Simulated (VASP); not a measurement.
# Mg2BrF3 (P6/mmm) in VASP: single point with PBE

Aim: the single point of Mg2BrF3 with PBE.

Program: VASP 6.6.1. These are calculated values, not measurements. Logs are shortened: lines on timing, memory, paths and dates and some standing lists are left out, and cuts for length are marked.

## 1. The cell of the first run

Symmetry: P6/mmm, No. 191, hexagonal system. The conventional cell has a = 5.995 Å, b = 5.995 Å, c = 3.145 Å, α = 90.00°, β = 90.00°, γ = 120.00°. Within 3.1 Å of Mg (site symmetry -6m2) lie 6 F at 2.34 Å. Within 4.1 Å of Br (site symmetry 6/mmm) lie 2 Br at 3.15 Å and 12 F at 3.39 Å and 6 Mg at 3.46 Å. F (site symmetry mmm) has 4 Mg at 2.34 Å and 4 F at 3.00 Å within 3.1 Å.

## 2. Single point, PBE

Contents of INCAR:

```
ALGO = Normal ; EDIFF = 1E-6
ENCUT = 520 ; GGA = PE
ISIF = 2 ; ISMEAR = 0
LASPH = T ; LCHARG = F
LREAL = F ; LWAVE = F
NBANDS = 25 ; NELM = 60
PREC = Accurate ; SIGMA = 0.1
```

Contents of KPOINTS:

```
k-points
0
Gamma
  3 3 6
```

Contents of POSCAR:

```
Mg2BrF3
1.0
    5.9950796700      0.0000000000      0.0000000000
   -2.9975398300      5.1918912900      0.0000000000
    0.0000000000      0.0000000000      3.1454396100
Mg Br F
2 1 3
Direct
    0.6666666700      0.3333333300      0.5000000000
    0.3333333300      0.6666666700      0.5000000000
    0.0000000000      0.0000000000      0.5000000000
    0.0000000000      0.5000000000      0.0000000000
    0.5000000000      0.5000000000      0.0000000000
    0.5000000000      0.0000000000      0.0000000000
```

Potentials or basis: VASP PAW PBE potentials, release 64 (Mg, Br, F).

Launch:

```sh
> cat potpaw_PBE.64/Mg/POTCAR potpaw_PBE.64/Br/POTCAR potpaw_PBE.64/F/POTCAR > POTCAR
> mpirun -np 1 vasp_std > vasp.out
```

OUTCAR:

```text
EDIFF = 1E-6
   ENCUT = 520
   GGA = PE
   ISIF = 2
   ISMEAR = 0
   LASPH = T
   LREAL = F
   NELM = 60
   PREC = Accurate

 ion  position               nearest neighbor table
   1  0.667  0.333  0.500-   6 2.34   6 2.34   4 2.34   4 2.34   5 2.34   5 2.34   2 3.46   2 3.46
                             2 3.46
   2  0.333  0.667  0.500-   6 2.34   6 2.34   4 2.34   4 2.34   5 2.34   5 2.34   1 3.46   1 3.46
                             1 3.46
   3  0.000  0.000  0.500-
   4  0.000  0.500  0.000-   1 2.34   2 2.34   1 2.34   2 2.34
   5  0.500  0.500  0.000-   1 2.34   2 2.34   1 2.34   2 2.34
   6  0.500  0.000  0.000-   1 2.34   2 2.34   1 2.34   2 2.34

  LATTYP: Found a hexagonal cell.
 ALAT       =     5.9950796700
 C/A-ratio  =     0.5246701934

  Lattice vectors:

 A1 = (   5.9950796700,   0.0000000000,   0.0000000000)
 A2 = (  -2.9975398300,   5.1918912900,   0.0000000000)
 A3 = (   0.0000000000,   0.0000000000,   3.1454396100)

Analysis of symmetry for initial positions (statically):
=====================================================================
 Subroutine PRICEL returns:
 Original cell was already a primitive cell.

 Routine SETGRP: Setting up the symmetry group for a
 hexagonal supercell.

 Subroutine GETGRP returns: Found 24 space group operations
 (whereof 24 operations were pure point group operations)
 out of a pool of 24 trial point group operations.

The static configuration has the point symmetry D_6h.

Analysis of symmetry for dynamics (positions and initial velocities):
=====================================================================
 Subroutine PRICEL returns:
 Original cell was already a primitive cell.

 Routine SETGRP: Setting up the symmetry group for a
 hexagonal supercell.

 Subroutine GETGRP returns: Found 24 space group operations
 (whereof 24 operations were pure point group operations)
 out of a pool of 24 trial point group operations.

The dynamic configuration has the point symmetry D_6h.

 Subroutine INISYM returns: Found 24 space group operations
 (whereof 24 operations are pure point group operations),
 and found     1 'primitive' translations

----------------------------------------------------------------------------------------

                                     Primitive cell

  volume of cell :      97.9043

  direct lattice vectors                    reciprocal lattice vectors
     5.995079670  0.000000000  0.000000000     0.166803455  0.096304019  0.000000000
    -2.997539830  5.191891290  0.000000000     0.000000000  0.192608039  0.000000000
     0.000000000  0.000000000  3.145439610     0.000000000  0.000000000  0.317920585

  length of vectors
     5.995079670  5.995079666  3.145439610     0.192608039  0.192608039  0.317920585

  position of ions in fractional coordinates (direct lattice)
     0.666666670  0.333333330  0.500000000
     0.333333330  0.666666670  0.500000000
     0.000000000  0.000000000  0.500000000
     0.000000000  0.500000000  0.000000000
     0.500000000  0.500000000  0.000000000
     0.500000000  0.000000000  0.000000000

  ion indices of the primitive-cell ions
   primitive index   ion index
                 1           1
                 2           2
                 3           3
                 4           4
                 5           5
                 6           6

----------------------------------------------------------------------------------------

 KPOINTS: k-points

Automatic generation of k-mesh.
 Grid dimensions read from file:
 generate k-points for:    3    3    6

 Generating k-lattice:

  Cartesian coordinates                     Fractional coordinates (reciprocal lattice)
     0.055601152  0.032101340  0.000000000     0.333333333  0.000000000  0.000000000
     0.000000000  0.064202680  0.000000000     0.000000000  0.333333333  0.000000000
     0.000000000  0.000000000  0.052986764     0.000000000  0.000000000  0.166666667

  Length of vectors
     0.064202680  0.064202680  0.052986764

  Shift w.r.t. Gamma in fractional coordinates (k-lattice)
     0.000000000  0.000000000  0.000000000

 Subroutine IBZKPT returns following result:
 ===========================================

 Found     12 irreducible k-points:

 Following reciprocal coordinates:
            Coordinates               Weight
  0.000000  0.000000  0.000000      1.000000
  0.333333  0.000000  0.000000      6.000000
  0.333333  0.333333  0.000000      2.000000
  0.000000  0.000000  0.166667      2.000000
  0.333333  0.000000  0.166667     12.000000
  0.333333  0.333333  0.166667      4.000000
  0.000000  0.000000  0.333333      2.000000
  0.333333  0.000000  0.333333     12.000000
  0.333333  0.333333  0.333333      4.000000
  0.000000  0.000000  0.500000      1.000000
  0.333333  0.000000  0.500000      6.000000
  0.333333  0.333333  0.500000      2.000000
   k-points           NKPTS =     12   k-points in BZ     NKDIM =     12   number of bands    NBANDS=     25
   number of dos      NEDOS =    301   number of ions     NIONS =      6
   total plane-waves  NPLWV =  55296
   dimension x,y,z NGX =    48 NGY =   48 NGZ =   24
   dimension x,y,z NGXF=    96 NGYF=   96 NGZF=   48
   ions per type =               2   1   3
   NGX,Y,Z   is equivalent  to a cutoff of  13.31, 13.31, 12.68 a.u.
   NGXF,Y,Z  is equivalent  to a cutoff of  26.62, 26.62, 25.37 a.u.
 SYSTEM =  unknown system
   PREC   = accura    normal or accurate (medium, high low for compatibility)
   ISTART =      0    job   : 0-new  1-cont  2-samecut
   ICHARG =      2    charge: 1-file 2-atom 10-const
   ISPIN  =      1    spin polarized calculation?
   LNONCOLLINEAR =      F non collinear calculations
   LSORBIT =      F    spin-orbit coupling
   LASPH  =      T    aspherical Exc in radial PAW
   ENCUT  =  520.0 eV  38.22 Ry    6.18 a.u.  11.15 11.15  5.85*2*pi/ulx,y,z
   NELM   =     60;   NELMIN=  2; NELMDL= -5     # of ELM steps
   EDIFF  = 0.1E-05   stopping-criterion for ELM
   LREAL  =      F    real-space projection
   EDIFFG = 0.1E-04   stopping-criterion for IOM
   NSW    =      0    number of steps for IOM
   IBRION =     -1    ionic relax: 0-MD 1-quasi-New 2-CG
   NFREE  =      0    steps in history (QN), initial steepest desc. (CG)
   ISIF   =      2    stress and relaxation
   ISYM   =      2    0-nonsym 1-usesym 2-fastsym
   POTIM  = 0.5000    time-step for ionic-motion
   TEBEG  =    0.0;   TEEND  =   0.0 temperature during run
   PSTRESS=    0.0 pullay stress
   NELECT =      32.0000    total number of electrons
   NUPDOWN=      -1.0000    fix difference up-down
   EMIN   =  10.00;   EMAX   =-10.00  energy-range for DOS
   EFERMI =   0.00;   METHOD = LEGACY
   ISMEAR =     0;   SIGMA  =   0.10  broadening in eV -4-tet -1-fermi 0-gaus
   EFERMI_NEDOS =   21; number of points for ismear=-14 and -15
   IALGO  =     38    algorithm
   IMIX   =      4    mixing-type and parameters
     AMIX     =   0.40;   BMIX     =  1.00
     AMIX_MAG =   1.60;   BMIX_MAG =  1.00
  volume/ion in A,a.u.               =      16.32       110.12
  Fermi-wavevector in a.u.,A,eV,Ry     =   1.127693  2.131031 17.302411  1.271691
  Thomas-Fermi vector in A             =   2.264380
   LORBIT       =      0    0 simple, 1 ext, 2 COOP (PROOUT), +10 PAW based schemes
   GGA     = PE    functional components
   LHFCALC =     F    Hartree Fock is set to
   AEXX    =    0.0000 exact exchange contribution
   IVDW    =     0    specifies the selected vdW correction
   LEPSILON=     F    determine dielectric tensor
   LRPA    =     F    only Hartree local field effects (RPA)
 non-spin polarized calculation
 Gauss-broadening in eV      SIGMA  =   0.10
  energy-cutoff  :      520.00
  volume of cell :       97.90
 maximum number of plane-waves:      2676
 NGX is ok and might be reduce to    48
   NGX = 23   NGY = 23   NGZ = 11

 number of electron      32.0000026 magnetization

 Free energy of the ion-electron system (eV)
  ---------------------------------------------------
  ext. energy  EPLUGINS =         0.00000000
  ---------------------------------------------------
  free energy    TOTEN  =       -24.79562808 eV

  energy without entropy =      -24.78181708  energy(sigma->0) =      -24.78872258

 E-fermi :   3.3883     XC(G=0):  -8.9730

 val. band max:        3.3829916437   @ k =   0.3333   0.0000   0.0000
 cond. band min:       3.3985302207   @ k =   0.0000   0.0000   0.0000
 fundamental gap:      0.0155385770
 Fermi energy:         3.3882748022

 k-point     1 :       0.0000    0.0000    0.0000
  band No.  band energies     occupation
      1     -21.9714      2.00000
      2     -21.7064      2.00000
      3     -21.7064      2.00000
      4     -11.6641      2.00000
      5      -5.4311      2.00000
      6      -3.9054      2.00000
[... 17 lines left out ...]
     24      11.7334      0.00000
     25      13.6448      0.00000

 k-point     2 :       0.3333    0.0000    0.0000
  band No.  band energies     occupation
      1     -21.9166      2.00000
      2     -21.7639      2.00000
      3     -21.7066      2.00000
      4     -11.6820      2.00000
      5      -5.0819      2.00000
      6      -4.0243      2.00000
[... 17 lines left out ...]
     24      12.2314      0.00000
     25      12.9179      0.00000

 k-point     3 :       0.3333    0.3333    0.0000
  band No.  band energies     occupation
      1     -21.8404      2.00000
      2     -21.8404      2.00000
      3     -21.7075      2.00000
      4     -11.6909      2.00000
      5      -4.5590      2.00000
      6      -4.5590      2.00000
[... 216 lines left out ...]
 k-point    11 :       0.3333    0.0000    0.5000
  band No.  band energies     occupation
      1     -21.7813      2.00000
      2     -21.6548      2.00000
      3     -21.6076      2.00000
      4     -10.9041      2.00000
      5      -4.8413      2.00000
      6      -4.5948      2.00000
[... 17 lines left out ...]
     24      10.4093      0.00000
     25      10.6618      0.00000

 k-point    12 :       0.3333    0.3333    0.5000
  band No.  band energies     occupation
      1     -21.7188      2.00000
      2     -21.7188      2.00000
      3     -21.6083      2.00000
      4     -10.8976      2.00000
      5      -4.6677      2.00000
      6      -4.6677      2.00000
[... 17 lines left out ...]
     24      11.1364      0.00000
     25      11.1364      0.00000

------------------------ aborting loop because EDIFF is reached ----------------------------------------

  FORCE on cell =-STRESS in cart. coord.  units (eV):
  Direction    XX          YY          ZZ          XY          YZ          ZX
  --------------------------------------------------------------------------------------
  -------------------------------------------------------------------------------------
  Total       -7.0864139     -7.0864139     -4.8953445     -0.0000000      0.0000000      0.0000000
  in kB     -115.9672063   -115.9672062    -80.1109606     -0.0000001      0.0000000      0.0000000
  external PRESSURE =    -104.0151244 kB  Pullay stress =       0.0000000 kB

 VOLUME and BASIS-vectors are now :
 -----------------------------------------------------------------------------
  energy-cutoff  :      520.00
  volume of cell :       97.90
      direct lattice vectors                 reciprocal lattice vectors
     5.995079670  0.000000000  0.000000000     0.166803455  0.096304019  0.000000000
    -2.997539830  5.191891290  0.000000000     0.000000000  0.192608039  0.000000000
     0.000000000  0.000000000  3.145439610     0.000000000  0.000000000  0.317920585

 POSITION                                       TOTAL-FORCE (eV/Angst)
 -----------------------------------------------------------------------------------
      2.99754      1.73063      1.57272         0.000000      0.000000      0.000000
     -0.00000      3.46126      1.57272        -0.000000      0.000000      0.000000
      0.00000      0.00000      1.57272         0.000000      0.000000      0.000000
     -1.49877      2.59595      0.00000         0.000000      0.000000      0.000000
      1.49877      2.59595      0.00000        -0.000000      0.000000      0.000000
      2.99754      0.00000      0.00000         0.000000      0.000000      0.000000
 -----------------------------------------------------------------------------------
    total drift:                               -0.000000      0.000000      0.000000

  FREE ENERGIE OF THE ION-ELECTRON SYSTEM (eV)
  ---------------------------------------------------
  free  energy   TOTEN  =       -24.7956280762 eV

  energy  without entropy=      -24.7818170821  energy(sigma->0) =      -24.78872258
```

Wall time 15 s (1 thread of Intel Xeon 6975P-C (Granite Rapids), shared host); peak memory 0.22 GiB.

What came out:

| Quantity | Value |
| --- | --- |
| Free energy | -24.7956 eV |
| Pressure | -10.4 GPa |
| Band gap on the k mesh | zero (band 16 reaches 3.38 eV, above the bottom of band 17 at 2.92 eV) |

Caveat: the k points lie up to 0.40 Å⁻¹ apart.
